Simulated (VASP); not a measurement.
Be4CuSi, 6 atoms in the cell. It takes space group F-43m (No. 216, cubic). Conventional cell: a = 6.278 Å, b = 6.278 Å, c = 6.278 Å, α = 90.00°, β = 90.00°, γ = 90.00°. Within 2.9 Å of Be (site symmetry 3m) lie 6 Be at 2.22 Å and 3 Si at 2.60 Å and 3 Cu at 2.60 Å. Within 3.4 Å of Si (site symmetry -43m) lie 12 Be at 2.60 Å and 4 Cu at 2.72 Å. Cu (site symmetry -43m) has 12 Be at 2.60 Å and 4 Si at 2.72 Å within 3.4 Å. 

```yaml
Program: VASP 6.6.1
Task: single point
Functional: PBE
Potentials_or_basis: VASP PAW PBE potentials, release 64 (Be, Si, Cu)
Cutoff: 520 eV
k_mesh: 7 × 7 × 7
Occupations: fermi-dirac, width 0.05 eV
Spin: no spin polarisation
Dipole_correction: no
Further_INCAR_settings: ALGO = Normal; EDIFF = 1e-07; NBANDS = 20
```

Potentials or basis: VASP PAW PBE potentials, release 64 (Be, Si, Cu).

The run is started by

```sh
$ cat potpaw_PBE.64/Be/POTCAR potpaw_PBE.64/Si/POTCAR potpaw_PBE.64/Cu/POTCAR > POTCAR
$ mpirun -np 1 vasp_std > vasp.out
```

Hardware: 1 thread of Intel(R) Xeon(R) Platinum 8488C (Sapphire Rapids), on a shared host.

Question: Estimate the wall time of this run.

Answer: Run time: 27 s on 1 thread of Intel(R) Xeon(R) Platinum 8488C (Sapphire Rapids) (shared host), peak memory 0.2 GiB. Counts: scf iterations 19, k points 20.
